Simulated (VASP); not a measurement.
A run of VASP 6.6.1 is set up as follows.

File INCAR:

```
SYSTEM = C
PREC     = Accurate       ! precision mode
ENCUT    = 600            ! plane-wave cutoff, eV
EDIFF    = 1E-6           ! SCF threshold, eV
ISMEAR   = -1             ! smearing method
SIGMA    = 0.01           ! smearing width, eV
LREAL    = .FALSE.        ! projectors in reciprocal space
LASPH    = .TRUE.         ! aspherical terms in the spheres
NELM     = 120            ! most SCF steps
ALGO     = Normal         ! electronic algorithm
ISIF     = 2              ! what is computed and relaxed
LWAVE    = .FALSE.        ! write WAVECAR
LCHARG   = .FALSE.        ! write CHGCAR
GGA      = CA             ! functional
NBANDS   = 11             ! bands
GGA_COMPAT= .FALSE.
```

File KPOINTS:

```
Automatic mesh
0
G
  13 13 13
  0 0 0
```

File POSCAR:

```
C
1.0
    0.0000000000      1.7857859974      1.7857859974
    1.7857859974      0.0000000000      1.7857859974
    1.7857859974      1.7857859974      0.0000000000
C
2
Direct
    0.0000000000      0.0000000000      0.0000000000
    0.2499999997      0.2499999997      0.2499999997
```

Potentials or basis: VASP PAW LDA potentials, release 64 (C).

Launch:

```console
$ cat potpaw_LDA.64/C/POTCAR > POTCAR
$ mpirun -np 1 vasp_std > vasp.out
```

Problem. Estimate the pressure.

Solution. -14.1 GPa.

Problem. Predict the band gap on the k mesh.

Solution. 4.10 eV, indirect (least direct gap 5.53 eV).

A k mesh can miss the band edges.
